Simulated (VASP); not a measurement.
Here is a VASP 6.6.1 calculation.

File INCAR:

```
PREC = Accurate ; ENCUT = 520
EDIFF = 1E-7 ; ISMEAR = 0
SIGMA = 0.05 ; LREAL = False
LASPH = True ; NELM = 80
ALGO = Normal ; ISIF = 2
LWAVE = False ; LCHARG = True
GGA = PE ; LELF = True
LVHAR = True ; NBANDS = 18
```

File KPOINTS:

```
regular mesh
0
Gamma
  1 1 8
```

Contents of POSCAR:

```
Al
1.0
   11.5000000000      0.0000000000      0.0000000000
    0.0000000000     12.2000000000      0.0000000000
    0.0000000000      0.0000000000      7.0000085784
Al
6
Direct
    0.4641322208      0.5000000000      0.6666666667
    0.6076033377      0.5000000000      0.3333333333
    0.5358677792      0.3828794453      1.0000000000
    0.3923966623      0.6171205547      0.3333333333
    0.5358677792      0.6171205547      1.0000000000
    0.3923966623      0.3828794453      0.3333333333
```

Potentials or basis: VASP PAW PBE potentials, release 64 (Al).

Launch:

```sh
$ cat potpaw_PBE.64/Al/POTCAR > POTCAR
$ mpirun -np 1 vasp_std > vasp.out
```

Task: What does it give for the largest force?

Result: 1.200 eV/Å.

Forces in eV/Å, atoms in the order of the input:
```
Al   0.121  0.000  0.040
Al  -0.684  0.000 -0.986
Al  -0.187  0.553  0.482
Al   0.469 -0.096 -0.009
Al  -0.187 -0.553  0.482
Al   0.469  0.096 -0.009
```
